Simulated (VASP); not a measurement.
# ZrN (Fm-3m) in VASP: settings compared, part 2 of 3

VASP 6.6.1. Earlier steps stand in the parts before.

## (3) Single point, RPBE (12.08 Å³/atom)

This run uses another cell than the first one, of 12.08 Å³/atom.

Contents of INCAR:

```
SYSTEM = ZrN
PREC     = Accurate       ! precision mode
ENCUT    = 600            ! plane-wave cutoff, eV
EDIFF    = 1E-6           ! SCF threshold, eV
ISMEAR   = 0              ! smearing method
SIGMA    = 0.05           ! smearing width, eV
LREAL    = .False.        ! projectors in reciprocal space
LASPH    = .True.         ! aspherical terms in the spheres
NELM     = 120            ! most SCF steps
ALGO     = Normal         ! electronic algorithm
ISIF     = 2              ! what is computed and relaxed
LWAVE    = .False.        ! write WAVECAR
LCHARG   = .True.         ! write CHGCAR
GGA      = RP             ! functional
LELF     = .True.         ! ELF
LVHAR    = .True.       
NBANDS   = 16             ! bands
GGA_COMPAT= .False.
```

Contents of KPOINTS:

```
Automatic mesh
0
Gamma
  8 8 8
  0 0 0
```

Contents of POSCAR:

```
ZrN
1.0
    0.0000000000      2.2943751132      2.2943751132
    2.2943751132      0.0000000000      2.2943751132
    2.2943751132      2.2943751132      0.0000000000
Zr N
1 1
Direct
    0.5000000000      0.5000000000      0.5000000000
    0.0000000000      0.0000000000      0.0000000000
```

Potentials or basis: VASP PAW PBE potentials, release 64 (Zr_sv, N).

The run is started by

```
> cat potpaw_PBE.64/Zr_sv/POTCAR potpaw_PBE.64/N/POTCAR > POTCAR
> mpirun -np 1 vasp_std > vasp.out
```

It took 29 s on 1 thread of AMD EPYC 7R43 (Zen 3), shared host; peak memory 0.12 GiB.

Results (log left out):

* Free energy: -19.3729 eV
* Pressure: 5.2 GPa
* Band gap on the k mesh: zero (an odd number of electrons rules out a gap without spin polarisation)

Levels at points of the mesh, in eV from the Fermi level:
```csv
k point,band 7,band 8,band 9,band 10,band 11,band 12
"(0.00, 0.00, 0.00)",-2.66,-2.66,-0.40,-0.40,-0.40,1.56
"(0.50, 0.00, 0.00)",-5.68,-5.68,3.00,3.06,3.06,4.73
"(0.50, 0.50, 0.00)",-3.47,-3.17,-3.17,3.33,4.48,4.48
```

Caveat: the cell stands under pressure; the PAW data sets were made with another functional, which shifts forces and pressure a little.

## (4) Single point, RPBE (11.83 Å³/atom)

This run uses another cell than the first one, of 11.83 Å³/atom.

Contents of INCAR:

```
SYSTEM = ZrN
  PREC = Accurate
  ENCUT = 600
  EDIFF = 1E-6
  ISMEAR = 0
  SIGMA = 0.05
  LREAL = .FALSE.
  LASPH = .TRUE.
  NELM = 120
  ALGO = Normal
  ISIF = 2
  LWAVE = .FALSE.
  LCHARG = .FALSE.
  GGA = RP
  NBANDS = 16
  GGA_COMPAT = .FALSE.
```

Contents of KPOINTS:

```
Automatic mesh
0
G
  8 8 8
  0 0 0
```

Contents of POSCAR:

```
ZrN
1.0
    0.0000000000      2.2786597219      2.2786597219
    2.2786597219      0.0000000000      2.2786597219
    2.2786597219      2.2786597219      0.0000000000
Zr N
1 1
Direct
    0.5000000000      0.5000000000      0.5000000000
    0.0000000000      0.0000000000      0.0000000000
```

Potentials or basis: VASP PAW PBE potentials, release 64 (Zr_sv, N).

The run is started by

```
> cat potpaw_PBE.64/Zr_sv/POTCAR potpaw_PBE.64/N/POTCAR > POTCAR
> mpirun -np 1 vasp_std > vasp.out
```

OUTCAR:

```text
SYSTEM = ZrN
   PREC = Accurate
   ENCUT = 600
   EDIFF = 1E-6
   ISMEAR = 0
   LREAL = .FALSE.
   LASPH = .TRUE.
   NELM = 120
   ISIF = 2
   GGA = RP

 ion  position               nearest neighbor table
   1  0.500  0.500  0.500-   2 2.28   2 2.28   2 2.28   2 2.28   2 2.28   2 2.28
   2  0.000  0.000  0.000-   1 2.28   1 2.28   1 2.28   1 2.28   1 2.28   1 2.28

  LATTYP: Found a face centered cubic cell.
 ALAT       =     4.5573194438

  Lattice vectors:

 A1 = (   0.0000000000,   2.2786597219,   2.2786597219)
 A2 = (   2.2786597219,   0.0000000000,   2.2786597219)
 A3 = (   2.2786597219,   2.2786597219,   0.0000000000)

Analysis of symmetry for initial positions (statically):
=====================================================================
 Subroutine PRICEL returns:
 Original cell was already a primitive cell.

 Routine SETGRP: Setting up the symmetry group for a
 face centered cubic supercell.

 Subroutine GETGRP returns: Found 48 space group operations
 (whereof 48 operations were pure point group operations)
 out of a pool of 48 trial point group operations.

The static configuration has the point symmetry O_h .

Analysis of symmetry for dynamics (positions and initial velocities):
=====================================================================
 Subroutine PRICEL returns:
 Original cell was already a primitive cell.

 Routine SETGRP: Setting up the symmetry group for a
 face centered cubic supercell.

 Subroutine GETGRP returns: Found 48 space group operations
 (whereof 48 operations were pure point group operations)
 out of a pool of 48 trial point group operations.

The dynamic configuration has the point symmetry O_h .

 Subroutine INISYM returns: Found 48 space group operations
 (whereof 48 operations are pure point group operations),
 and found     1 'primitive' translations

----------------------------------------------------------------------------------------

                                     Primitive cell

  volume of cell :      23.6629

  direct lattice vectors                    reciprocal lattice vectors
     0.000000000  2.278659722  2.278659722    -0.219427234  0.219427234  0.219427234
     2.278659722  0.000000000  2.278659722     0.219427234 -0.219427234  0.219427234
     2.278659722  2.278659722  0.000000000     0.219427234  0.219427234 -0.219427234

  length of vectors
     3.222511483  3.222511483  3.222511483     0.380059118  0.380059118  0.380059118

  position of ions in fractional coordinates (direct lattice)
     0.500000000  0.500000000  0.500000000
     0.000000000  0.000000000  0.000000000

  ion indices of the primitive-cell ions
   primitive index   ion index
                 1           1
                 2           2

----------------------------------------------------------------------------------------

 KPOINTS: Automatic mesh

Automatic generation of k-mesh.
 Grid dimensions read from file:
 generate k-points for:    8    8    8

 Generating k-lattice:

  Cartesian coordinates                     Fractional coordinates (reciprocal lattice)
    -0.027428404  0.027428404  0.027428404     0.125000000  0.000000000  0.000000000
     0.027428404 -0.027428404  0.027428404     0.000000000  0.125000000  0.000000000
     0.027428404  0.027428404 -0.027428404     0.000000000  0.000000000  0.125000000

  Length of vectors
     0.047507390  0.047507390  0.047507390

  Shift w.r.t. Gamma in fractional coordinates (k-lattice)
     0.000000000  0.000000000  0.000000000

 Subroutine IBZKPT returns following result:
 ===========================================

 Found     29 irreducible k-points:

 Following reciprocal coordinates:
            Coordinates               Weight
  0.000000  0.000000  0.000000      1.000000
  0.125000  0.000000  0.000000      8.000000
  0.250000  0.000000  0.000000      8.000000
  0.375000  0.000000  0.000000      8.000000
  0.500000  0.000000  0.000000      4.000000
  0.125000  0.125000  0.000000      6.000000
[... 16 lines left out ...]
  0.500000  0.250000  0.125000     48.000000
 -0.375000  0.250000  0.125000     24.000000
 [... further k-points ...]
   k-points           NKPTS =     29   k-points in BZ     NKDIM =     29   number of bands    NBANDS=     16
   number of dos      NEDOS =    301   number of ions     NIONS =      2
   total plane-waves  NPLWV =  21952
   dimension x,y,z NGX =    28 NGY =   28 NGZ =   28
   dimension x,y,z NGXF=    56 NGYF=   56 NGZF=   56
   ions per type =               1   1
   NGX,Y,Z   is equivalent  to a cutoff of  14.44, 14.44, 14.44 a.u.
   NGXF,Y,Z  is equivalent  to a cutoff of  28.89, 28.89, 28.89 a.u.
 SYSTEM =  ZrN
   PREC   = accura    normal or accurate (medium, high low for compatibility)
   ISTART =      0    job   : 0-new  1-cont  2-samecut
   ICHARG =      2    charge: 1-file 2-atom 10-const
   ISPIN  =      1    spin polarized calculation?
   LNONCOLLINEAR =      F non collinear calculations
   LSORBIT =      F    spin-orbit coupling
   LASPH  =      T    aspherical Exc in radial PAW
   ENCUT  =  600.0 eV  44.10 Ry    6.64 a.u.   6.44  6.44  6.44*2*pi/ulx,y,z
   NELM   =    120;   NELMIN=  2; NELMDL= -5     # of ELM steps
   EDIFF  = 0.1E-05   stopping-criterion for ELM
   LREAL  =      F    real-space projection
   EDIFFG = 0.1E-04   stopping-criterion for IOM
   NSW    =      0    number of steps for IOM
   IBRION =     -1    ionic relax: 0-MD 1-quasi-New 2-CG
   NFREE  =      0    steps in history (QN), initial steepest desc. (CG)
   ISIF   =      2    stress and relaxation
   ISYM   =      2    0-nonsym 1-usesym 2-fastsym
   POTIM  = 0.5000    time-step for ionic-motion
   TEBEG  =    0.0;   TEEND  =   0.0 temperature during run
   PSTRESS=    0.0 pullay stress
   NELECT =      17.0000    total number of electrons
   NUPDOWN=      -1.0000    fix difference up-down
   EMIN   =  10.00;   EMAX   =-10.00  energy-range for DOS
   EFERMI =   0.00;   METHOD = LEGACY
   ISMEAR =     0;   SIGMA  =   0.05  broadening in eV -4-tet -1-fermi 0-gaus
   EFERMI_NEDOS =   21; number of points for ismear=-14 and -15
   IALGO  =     38    algorithm
   IMIX   =      4    mixing-type and parameters
     AMIX     =   0.40;   BMIX     =  1.00
     AMIX_MAG =   1.60;   BMIX_MAG =  1.00
  volume/ion in A,a.u.               =      11.83        79.84
  Fermi-wavevector in a.u.,A,eV,Ry     =   1.466229  2.770770 29.250160  2.149826
  Thomas-Fermi vector in A             =   2.581991
   LORBIT       =      0    0 simple, 1 ext, 2 COOP (PROOUT), +10 PAW based schemes
   GGA     = RP    functional components
   LHFCALC =     F    Hartree Fock is set to
   AEXX    =    0.0000 exact exchange contribution
   IVDW    =     0    specifies the selected vdW correction
   LEPSILON=     F    determine dielectric tensor
   LRPA    =     F    only Hartree local field effects (RPA)
 non-spin polarized calculation
 Gauss-broadening in eV      SIGMA  =   0.05
  energy-cutoff  :      600.00
  volume of cell :       23.66
 maximum number of plane-waves:       817
 NGX is ok and might be reduce to    28
   NGX = 13   NGY = 13   NGZ = 13

 number of electron      17.0000000 magnetization

 Free energy of the ion-electron system (eV)
  ---------------------------------------------------
  ext. energy  EPLUGINS =         0.00000000
  ---------------------------------------------------
  free energy    TOTEN  =       -19.34793189 eV

  energy without entropy =      -19.34610198  energy(sigma->0) =      -19.34701694

 E-fermi :  12.3197     XC(G=0): -12.5135

 val. band max:       12.2740548318   @ k =   0.1250   0.0000   0.0000
 cond. band min:      12.3449206626   @ k =   0.3750   0.1250   0.0000
 fundamental gap:      0.0708658308
 Fermi energy:        12.3196751698

 k-point     1 :       0.0000    0.0000    0.0000
  band No.  band energies     occupation
      1     -37.2866      2.00000
      2     -14.8871      2.00000
      3     -14.8871      2.00000
      4     -14.8871      2.00000
      5      -4.1081      2.00000
      6       9.6314      2.00000
[... 8 lines left out ...]
     15      21.5038      0.00000
     16      35.0740      0.00000
[... 419 lines left out ...]
 k-point    24 :      -0.3750    0.2500    0.1250
  band No.  band energies     occupation
      1     -37.1093      2.00000
      2     -15.9148      2.00000
      3     -15.2852      2.00000
      4     -15.0893      2.00000
      5      -2.4446      2.00000
      6       5.5955      2.00000
[... 8 lines left out ...]
     15      24.3132      0.00000
     16      25.4772      0.00000

 [... further k-points ...]
[... 5 lines left out ...]
  --------------------------------------------------------------------------------------
  -------------------------------------------------------------------------------------
  Total        1.5890554      1.5890554      1.5890554      0.0000000      0.0000000      0.0000000
  in kB      107.5923047    107.5923047    107.5923047      0.0000000      0.0000000      0.0000000
  external PRESSURE =     107.5923047 kB  Pullay stress =       0.0000000 kB

 VOLUME and BASIS-vectors are now :
 -----------------------------------------------------------------------------
  energy-cutoff  :      600.00
  volume of cell :       23.66
      direct lattice vectors                 reciprocal lattice vectors
     0.000000000  2.278659722  2.278659722    -0.219427234  0.219427234  0.219427234
     2.278659722  0.000000000  2.278659722     0.219427234 -0.219427234  0.219427234
     2.278659722  2.278659722  0.000000000     0.219427234  0.219427234 -0.219427234

 POSITION                                       TOTAL-FORCE (eV/Angst)
 -----------------------------------------------------------------------------------
      2.27866      2.27866      2.27866        -0.000000      0.000000      0.000000
      0.00000      0.00000      0.00000         0.000000     -0.000000     -0.000000
 -----------------------------------------------------------------------------------
    total drift:                                0.000000      0.000000      0.000000

  FREE ENERGIE OF THE ION-ELECTRON SYSTEM (eV)
  ---------------------------------------------------
  free  energy   TOTEN  =       -19.3479318932 eV

  energy  without entropy=      -19.3461019835  energy(sigma->0) =      -19.34701694
```

stdout:

```text
POSCAR found type information on POSCAR ZrN
 POSCAR found :  2 types and       2 ions
 scaLAPACK will be used
 -----------------------------------------------------------------------------
|                                                                             |
|                                                                             |
|     You enforced a specific xc type in the INCAR file but a different       |
|     I HOPE YOU KNOW WHAT YOU ARE DOING!                                     |
|                                                                             |
 -----------------------------------------------------------------------------

 LDA part: xc-table for (Slater+PW92), standard interpolation
 POSCAR, INCAR and KPOINTS ok, starting setup
 FFT: planning ... GRIDC
 FFT: planning ... GRID_SOFT
 FFT: planning ... GRID
 WAVECAR not read
 entering main loop
```

It took 25 s on 1 thread of AMD EPYC 7R43 (Zen 3), shared host; peak memory 0.13 GiB.

Results:

| Property | Result |
| --- | --- |
| Free energy | -19.3479 eV |
| Pressure | 10.8 GPa |
| Band gap on the k mesh | zero (an odd number of electrons rules out a gap without spin polarisation) |

Caveat: the cell stands under pressure; the PAW data sets were made with another functional, which shifts forces and pressure a little.

(Part 2 of 3 ends here.)
